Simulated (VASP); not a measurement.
# GdN (P6_3/mmc) in VASP: further runs

The runs below take GdN through single point, with PBE.

Program: VASP 6.6.1. These are calculated values, not measurements. Logs are shortened: lines on timing, memory, paths and dates and some standing lists are left out, and cuts for length are marked.

## Step 1: The cell of the first run

It takes space group P6_3/mmc (No. 194, hexagonal). Conventional cell: a = 3.437 Å, b = 3.437 Å, c = 5.965 Å, α = 90.00°, β = 90.00°, γ = 120.00°. Gd (site symmetry -6m2) has 6 N at 2.48 Å within 3.3 Å. Within 3.3 Å of N (site symmetry -3m) lie 6 Gd at 2.48 Å and 2 N at 2.98 Å.

## Step 2: Single point, PBE, collinear spin, ferromagnetic start

Input file INCAR:

```
PREC     = Accurate       # precision mode
ENCUT    = 520            # plane-wave cutoff, eV
EDIFF    = 1E-7           # SCF threshold, eV
ISMEAR   = 0              # smearing method
SIGMA    = 0.05           # smearing width, eV
LREAL    = False          # projectors in reciprocal space
LASPH    = True           # aspherical terms in the spheres
NELM     = 150            # most SCF steps
ALGO     = Normal         # electronic algorithm
ISIF     = 2              # what is computed and relaxed
LWAVE    = False          # write WAVECAR
LCHARG   = True           # write CHGCAR
ISPIN    = 2              # spin polarisation
MAGMOM   = 0.5 0.5 0 0    # initial moments
LORBIT   = 11             # projections on sites
LMAXMIX  = 6              # l up to which the mixer works
GGA      = PE             # functional
LELF     = True           # ELF
LVHAR    = True         
NBANDS   = 35             # bands
```

Input file KPOINTS:

```
Automatic mesh
0
Gamma
  10 10 8
```

Input file POSCAR:

```
GdN
1.0
    3.4370865006      0.0000000000      0.0000000000
   -1.7185432503      2.9766042245      0.0000000000
    0.0000000000      0.0000000000      5.9650669071
Gd N
2 2
Direct
    0.3333333333      0.6666666667      0.2500000000
    0.6666666667      0.3333333333      0.7500000000
    0.0000000000      0.0000000000      0.0000000000
    0.0000000000      0.0000000000      0.5000000000
```

Potentials or basis: VASP PAW PBE potentials, release 64 (Gd, N).

The run is started by

```console
$ cat potpaw_PBE.64/Gd/POTCAR potpaw_PBE.64/N/POTCAR > POTCAR
$ mpirun -np 1 vasp_std > vasp.out
```

OUTCAR:

```text
PREC = Accurate
   ENCUT = 520
   EDIFF = 1E-7
   ISMEAR = 0
   LREAL = False
   LASPH = True
   NELM = 150
   ISIF = 2
   ISPIN = 2
   LORBIT = 11
   GGA = PE

 ion  position               nearest neighbor table
   1  0.333  0.667  0.250-   3 2.48   4 2.48   3 2.48   4 2.48   3 2.48   4 2.48
   2  0.667  0.333  0.750-   3 2.48   4 2.48   3 2.48   4 2.48   3 2.48   4 2.48
   3  0.000  0.000  0.000-   1 2.48   2 2.48   1 2.48   2 2.48   2 2.48   1 2.48
   4  0.000  0.000  0.500-   1 2.48   2 2.48   1 2.48   2 2.48   2 2.48   1 2.48

  LATTYP: Found a hexagonal cell.
 ALAT       =     3.4370865006
 C/A-ratio  =     1.7355009558

  Lattice vectors:

 A1 = (   3.4370865006,   0.0000000000,   0.0000000000)
 A2 = (  -1.7185432503,   2.9766042245,   0.0000000000)
 A3 = (   0.0000000000,   0.0000000000,   5.9650669071)

Analysis of symmetry for initial positions (statically):
=====================================================================
 Subroutine PRICEL returns:
 Original cell was already a primitive cell.

 Routine SETGRP: Setting up the symmetry group for a
 hexagonal supercell.

 Subroutine GETGRP returns: Found 24 space group operations
 (whereof 12 operations were pure point group operations)
 out of a pool of 24 trial point group operations.

The static configuration has the point symmetry D_3d.
 The point group associated with its full space group is D_6h.

Analysis of symmetry for dynamics (positions and initial velocities):
=====================================================================
 Subroutine PRICEL returns:
 Original cell was already a primitive cell.

 Routine SETGRP: Setting up the symmetry group for a
 hexagonal supercell.

 Subroutine GETGRP returns: Found 24 space group operations
 (whereof 12 operations were pure point group operations)
 out of a pool of 24 trial point group operations.

The dynamic configuration has the point symmetry D_3d.
 The point group associated with its full space group is D_6h.

Analysis of structural, dynamic, and magnetic symmetry:
=====================================================================
 Subroutine PRICEL returns:
 Original cell was already a primitive cell.

 Routine SETGRP: Setting up the symmetry group for a
 hexagonal supercell.

 Subroutine GETGRP returns: Found 24 space group operations
 (whereof 12 operations were pure point group operations)
 out of a pool of 24 trial point group operations.

The overall configuration has the point symmetry D_3d.
 The point group associated with its full space group is D_6h.

 Subroutine INISYM returns: Found 24 space group operations
 (whereof 12 operations are pure point group operations),
 and found     1 'primitive' translations

----------------------------------------------------------------------------------------

                                     Primitive cell

  volume of cell :      61.0277

  direct lattice vectors                    reciprocal lattice vectors
     3.437086501  0.000000000  0.000000000     0.290944089  0.167976648  0.000000000
    -1.718543250  2.976604224  0.000000000     0.000000000  0.335953296  0.000000000
     0.000000000  0.000000000  5.965066907     0.000000000  0.000000000  0.167642713

  length of vectors
     3.437086501  3.437086501  5.965066907     0.335953296  0.335953296  0.167642713

  position of ions in fractional coordinates (direct lattice)
     0.333333333  0.666666667  0.250000000
     0.666666667  0.333333333  0.750000000
     0.000000000  0.000000000  0.000000000
     0.000000000  0.000000000  0.500000000

  ion indices of the primitive-cell ions
   primitive index   ion index
                 1           1
                 2           2
                 3           3
                 4           4

----------------------------------------------------------------------------------------

 KPOINTS: Automatic mesh

Automatic generation of k-mesh.
 Grid dimensions read from file:
 generate k-points for:   10   10    8

 Generating k-lattice:

  Cartesian coordinates                     Fractional coordinates (reciprocal lattice)
     0.029094409  0.016797665  0.000000000     0.100000000  0.000000000  0.000000000
     0.000000000  0.033595330  0.000000000     0.000000000  0.100000000  0.000000000
     0.000000000  0.000000000  0.020955339     0.000000000  0.000000000  0.125000000

  Length of vectors
     0.033595330  0.033595330  0.020955339

  Shift w.r.t. Gamma in fractional coordinates (k-lattice)
     0.000000000  0.000000000  0.000000000

 Subroutine IBZKPT returns following result:
 ===========================================

 Found     70 irreducible k-points:

 Following reciprocal coordinates:
            Coordinates               Weight
  0.000000  0.000000  0.000000      1.000000
  0.100000  0.000000  0.000000      6.000000
  0.200000  0.000000  0.000000      6.000000
  0.300000  0.000000  0.000000      6.000000
  0.400000  0.000000  0.000000      6.000000
  0.500000  0.000000  0.000000      3.000000
[... 16 lines left out ...]
  0.300000  0.100000  0.125000     24.000000
  0.400000  0.100000  0.125000     24.000000
 [... further k-points ...]
   k-points           NKPTS =     70   k-points in BZ     NKDIM =     70   number of bands    NBANDS=     35
   number of dos      NEDOS =    301   number of ions     NIONS =      4
   total plane-waves  NPLWV =  37632
   dimension x,y,z NGX =    28 NGY =   28 NGZ =   48
   dimension x,y,z NGXF=    56 NGYF=   56 NGZF=   96
   ions per type =               2   2
   NGX,Y,Z   is equivalent  to a cutoff of  13.54, 13.54, 13.38 a.u.
   NGXF,Y,Z  is equivalent  to a cutoff of  27.09, 27.09, 26.76 a.u.
 SYSTEM =  unknown system
   PREC   = accura    normal or accurate (medium, high low for compatibility)
   ISTART =      0    job   : 0-new  1-cont  2-samecut
   ICHARG =      2    charge: 1-file 2-atom 10-const
   ISPIN  =      2    spin polarized calculation?
   LNONCOLLINEAR =      F non collinear calculations
   LSORBIT =      F    spin-orbit coupling
   LASPH  =      T    aspherical Exc in radial PAW
   ENCUT  =  520.0 eV  38.22 Ry    6.18 a.u.   6.39  6.39 11.09*2*pi/ulx,y,z
   NELM   =    150;   NELMIN=  2; NELMDL= -5     # of ELM steps
   EDIFF  = 0.1E-06   stopping-criterion for ELM
   LREAL  =      F    real-space projection
   EDIFFG = 0.1E-05   stopping-criterion for IOM
   NSW    =      0    number of steps for IOM
   IBRION =     -1    ionic relax: 0-MD 1-quasi-New 2-CG
   NFREE  =      0    steps in history (QN), initial steepest desc. (CG)
   ISIF   =      2    stress and relaxation
   ISYM   =      2    0-nonsym 1-usesym 2-fastsym
   POTIM  = 0.5000    time-step for ionic-motion
   TEBEG  =    0.0;   TEEND  =   0.0 temperature during run
   PSTRESS=    0.0 pullay stress
   NELECT =      46.0000    total number of electrons
   NUPDOWN=      -1.0000    fix difference up-down
   EMIN   =  10.00;   EMAX   =-10.00  energy-range for DOS
   EFERMI =   0.00;   METHOD = LEGACY
   ISMEAR =     0;   SIGMA  =   0.05  broadening in eV -4-tet -1-fermi 0-gaus
   EFERMI_NEDOS =   21; number of points for ismear=-14 and -15
   IALGO  =     38    algorithm
   IMIX   =      4    mixing-type and parameters
     AMIX     =   0.40;   BMIX     =  1.00
     AMIX_MAG =   1.60;   BMIX_MAG =  1.00
  volume/ion in A,a.u.               =      15.26       102.96
  Fermi-wavevector in a.u.,A,eV,Ry     =   1.489882  2.815468 30.201502  2.219748
  Thomas-Fermi vector in A             =   2.602734
   LORBIT       =     11    0 simple, 1 ext, 2 COOP (PROOUT), +10 PAW based schemes
   GGA     = PE    functional components
   LHFCALC =     F    Hartree Fock is set to
   AEXX    =    0.0000 exact exchange contribution
   IVDW    =     0    specifies the selected vdW correction
   LEPSILON=     F    determine dielectric tensor
   LRPA    =     F    only Hartree local field effects (RPA)
 spin polarized calculation
 Gauss-broadening in eV      SIGMA  =   0.05
  energy-cutoff  :      520.00
  volume of cell :       61.03
 maximum number of plane-waves:      1662
 NGX is ok and might be reduce to    28
   NGX = 13   NGY = 13   NGZ = 23

 number of electron      46.0000000 magnetization       9.4215046

 number of electron      46.0000000 magnetization      14.0000595

 Free energy of the ion-electron system (eV)
  ---------------------------------------------------
  ext. energy  EPLUGINS =         0.00000000
  ---------------------------------------------------
  free energy    TOTEN  =       -45.86136745 eV

  energy without entropy =      -45.86085925  energy(sigma->0) =      -45.86111335

 E-fermi :   4.3978     XC(G=0): -11.6467

 val. band max:        4.3213809758   @ k =   0.3000   0.0000   0.0000
 cond. band min:       4.4013274203   @ k =   0.3000   0.0000   0.0000
 fundamental gap:      0.0799464446
 Fermi energy:         4.3978459322

 spin component 1

 k-point     1 :       0.0000    0.0000    0.0000
  band No.  band energies     occupation
      1     -39.7092      1.00000
      2     -39.6326      1.00000
      3     -17.7956      1.00000
      4     -16.7583      1.00000
      5     -16.7583      1.00000
      6     -16.6919      1.00000
[... 27 lines left out ...]
     34       7.0214      0.00000
     35       7.9077      0.00000

 k-point     2 :       0.1000    0.0000    0.0000
  band No.  band energies     occupation
      1     -39.6997      1.00000
      2     -39.6264      1.00000
      3     -17.7476      1.00000
      4     -16.8671      1.00000
      5     -16.7991      1.00000
      6     -16.7907      1.00000
[... 27 lines left out ...]
     34       7.4056      0.00000
     35       8.5775      0.00000
[... 796 lines left out ...]
     34       9.1768      0.00000
     35      10.1325      0.00000

 k-point    24 :       0.4000    0.1000    0.1250
  band No.  band energies     occupation
      1     -39.5993      1.00000
      2     -39.5767      1.00000
      3     -17.8320      1.00000
      4     -17.5653      1.00000
      5     -17.1315      1.00000
      6     -17.0672      1.00000
[... 27 lines left out ...]
     34       9.8526      0.00000
     35      10.6623      0.00000

 [... further k-points ...]

 spin component 2

 k-point     1 :       0.0000    0.0000    0.0000
  band No.  band energies     occupation
      1     -36.6150      1.00000
      2     -36.5143      1.00000
      3     -15.9499      1.00000
      4     -14.5139      1.00000
      5     -14.5139      1.00000
      6     -14.4553      1.00000
[... 27 lines left out ...]
     34       7.9927      0.00000
     35       9.1964      0.00000

 k-point     2 :       0.1000    0.0000    0.0000
  band No.  band energies     occupation
      1     -36.6029      1.00000
      2     -36.5066      1.00000
      3     -15.8856      1.00000
      4     -14.6635      1.00000
      5     -14.5816      1.00000
      6     -14.5567      1.00000
[... 27 lines left out ...]
     34       8.4271      0.00000
     35       9.5181      0.00000
[... 796 lines left out ...]
     34      10.1297      0.00000
     35      11.1449      0.00000

 k-point    24 :       0.4000    0.1000    0.1250
  band No.  band energies     occupation
      1     -36.4740      1.00000
      2     -36.4446      1.00000
      3     -15.9251      1.00000
      4     -15.5129      1.00000
      5     -15.0164      1.00000
      6     -14.9083      1.00000
[... 27 lines left out ...]
     34      10.8481      0.00000
     35      11.6531      0.00000

 [... further k-points ...]

------------------------ aborting loop because EDIFF is reached ----------------------------------------

  FORCE on cell =-STRESS in cart. coord.  units (eV):
  Direction    XX          YY          ZZ          XY          YZ          ZX
  --------------------------------------------------------------------------------------
  -------------------------------------------------------------------------------------
  Total        0.0373161      0.0373161      0.0721719      0.0000000     -0.0000000      0.0000000
  in kB        0.9796709      0.9796709      1.8947500      0.0000000     -0.0000000      0.0000000
  external PRESSURE =       1.2846973 kB  Pullay stress =       0.0000000 kB

 VOLUME and BASIS-vectors are now :
 -----------------------------------------------------------------------------
  energy-cutoff  :      520.00
  volume of cell :       61.03
      direct lattice vectors                 reciprocal lattice vectors
     3.437086501  0.000000000  0.000000000     0.290944089  0.167976648  0.000000000
    -1.718543250  2.976604224  0.000000000     0.000000000  0.335953296  0.000000000
     0.000000000  0.000000000  5.965066907     0.000000000  0.000000000  0.167642713

 POSITION                                       TOTAL-FORCE (eV/Angst)
 -----------------------------------------------------------------------------------
     -0.00000      1.98440      1.49127         0.000000      0.000000      0.000000
      1.71854      0.99220      4.47380        -0.000000     -0.000000      0.000000
      0.00000      0.00000      0.00000         0.000000     -0.000000      0.000000
      0.00000      0.00000      2.98253         0.000000     -0.000000      0.000000
 -----------------------------------------------------------------------------------
    total drift:                               -0.000000      0.000000     -0.000000

  FREE ENERGIE OF THE ION-ELECTRON SYSTEM (eV)
  ---------------------------------------------------
  free  energy   TOTEN  =       -45.8613674490 eV

  energy  without entropy=      -45.8608592478  energy(sigma->0) =      -45.86111335

 total charge

# of ion       s       p       d       f       tot
--------------------------------------------------
    1        2.037   5.647   0.560   7.008  15.251
    2        2.037   5.647   0.560   7.008  15.251
    3        1.249   2.389   0.000   0.000   3.638
    4        1.249   2.389   0.000   0.000   3.638
--------------------------------------------------
tot          6.572  16.071   1.120  14.015  37.778

 magnetization (x)

# of ion       s       p       d       f       tot
--------------------------------------------------
    1       -0.004  -0.078   0.082   6.794   6.795
    2       -0.004  -0.078   0.082   6.794   6.795
    3       -0.006  -0.069   0.000   0.000  -0.075
    4       -0.006  -0.069   0.000   0.000  -0.075
--------------------------------------------------
tot         -0.020  -0.294   0.165  13.588  13.440
```

Run time: 35 min. Hardware: 1 thread of AMD EPYC 9R45 (Zen 5), shared host; peak memory 0.37 GiB.

What came out:

- Free energy: -45.8614 eV
- Pressure: 0.1 GPa
- Band gap on the k mesh: zero (filled and empty bands overlap)
- Net moment: 14.00 μB per cell
- Site moments: Gd +6.79; N -0.07 μB
- Valence electrons inside the program's atomic spheres: Gd 15.25; N 3.64

Stress tensor (GPa, compression positive):
```
0.10 0.00 0.00
0.00 0.10 0.00
0.00 0.00 0.19
```

Levels at points of the mesh, in eV from the Fermi level:
Spin up:
```tsv
k point	band 28	band 29	band 30	band 31	band 32	band 33
(0.00, 0.00, 0.00)	-0.88	-0.88	0.40	1.47	2.38	2.62
(0.50, 0.00, 0.00)	-2.56	-0.60	-0.37	-0.12	3.92	3.97
(0.00, 0.00, 0.50)	-1.66	-1.66	-1.66	3.36	3.36	4.22
(0.50, 0.00, 0.50)	-2.56	-1.63	-1.63	1.86	1.86	5.59
```
Spin down:
| k point | band 12 | band 13 | band 14 | band 15 | band 16 | band 17 | band 18 | band 19 | band 20 | band 21 |
| --- | --- | --- | --- | --- | --- | --- | --- | --- | --- | --- |
| (0.00, 0.00, 0.00) | -2.03 | -2.03 | -1.66 | -1.66 | -0.48 | 0.96 | 1.10 | 1.70 | 1.70 | 1.73 |
| (0.50, 0.00, 0.00) | -2.61 | -2.58 | -2.29 | -1.07 | -0.66 | 0.43 | 1.39 | 1.55 | 1.60 | 1.62 |
| (0.00, 0.00, 0.50) | -2.89 | -1.91 | -1.91 | -1.91 | -1.91 | 1.16 | 1.16 | 1.77 | 1.77 | 1.77 |
| (0.50, 0.00, 0.50) | -2.93 | -2.48 | -2.48 | -1.87 | -1.87 | 1.28 | 1.28 | 1.59 | 1.59 | 1.64 |

Caveat: spin-orbit coupling is left out, which moves the levels of the heavy elements; semilocal functionals describe open f shells poorly, which spoils levels, moments and volumes. The state reached can hang on the start; a lower one may exist.

## Step 3: Single point, PBE, collinear spin, ferromagnetic start

Input file INCAR:

```
SYSTEM = GdN
PREC = Accurate ; ENCUT = 520
EDIFF = 1E-6 ; ISMEAR = 0
SIGMA = 0.05 ; LREAL = .FALSE.
LASPH = .TRUE. ; NELM = 150
ALGO = Normal ; ISIF = 2
LWAVE = .FALSE. ; LCHARG = .FALSE.
ISPIN = 2 ; MAGMOM = 7 7 0 0
LORBIT = 11 ; LMAXMIX = 6
GGA = PE ; NBANDS = 35
```

Input file KPOINTS:

```
Automatic mesh
0
G
  10 10 8
  0 0 0
```

POSCAR is that of step 2.

Potentials or basis: VASP PAW PBE potentials, release 64 (Gd, N).

The run is started by

```console
$ cat potpaw_PBE.64/Gd/POTCAR potpaw_PBE.64/N/POTCAR > POTCAR
$ mpirun -np 1 vasp_std > vasp.out
```

Run time: 29 min. Hardware: 1 thread of AMD EPYC 9R45 (Zen 5), shared host; peak memory 0.36 GiB.

It converged, with:

```yaml
Free_energy: -45.8614 eV
Pressure: 0.1 GPa
Band_gap_on_the_k_mesh: zero (filled and empty bands overlap)
Net_moment: 14.00 μB per cell
Site_moments: Gd +6.79; N -0.07 μB
Valence_electrons_inside_the_program's_atomic_spheres: Gd 15.25; N 3.64
```

Stress tensor (GPa, compression positive):
```
0.09 0.00 0.00
0.00 0.09 0.00
0.00 0.00 0.19
```

Levels at points of the mesh, in eV from the Fermi level:
Spin up:
```
           k point  band 27  band 28  band 29  band 30  band 31  band 32  band 33  band 34
(0.00, 0.00, 0.00)    -2.00    -0.88    -0.88     0.40     1.47     2.38     2.62     2.62
(0.50, 0.00, 0.00)    -2.61    -2.56    -0.60    -0.37    -0.12     3.92     3.97     5.77
(0.00, 0.00, 0.50)    -1.66    -1.66    -1.66    -1.66     3.36     3.36     4.22     4.22
(0.50, 0.00, 0.50)    -2.56    -2.56    -1.63    -1.63     1.86     1.86     5.59     5.59
```
Spin down:
| k point | band 13 | band 14 | band 15 | band 16 | band 17 | band 18 | band 19 | band 20 |
| --- | --- | --- | --- | --- | --- | --- | --- | --- |
| (0.00, 0.00, 0.00) | -2.03 | -1.66 | -1.66 | -0.48 | 0.96 | 1.10 | 1.70 | 1.70 |
| (0.50, 0.00, 0.00) | -2.58 | -2.29 | -1.07 | -0.66 | 0.43 | 1.39 | 1.55 | 1.60 |
| (0.00, 0.00, 0.50) | -1.91 | -1.91 | -1.91 | -1.91 | 1.16 | 1.16 | 1.77 | 1.77 |
| (0.50, 0.00, 0.50) | -2.48 | -2.48 | -1.87 | -1.87 | 1.28 | 1.28 | 1.58 | 1.58 |

Caveat: spin-orbit coupling is left out, which moves the levels of the heavy elements; semilocal functionals describe open f shells poorly, which spoils levels, moments and volumes. The state reached can hang on the start; a lower one may exist.

The gap in the log of VASP goes by the Fermi energy; the results here count the filled bands.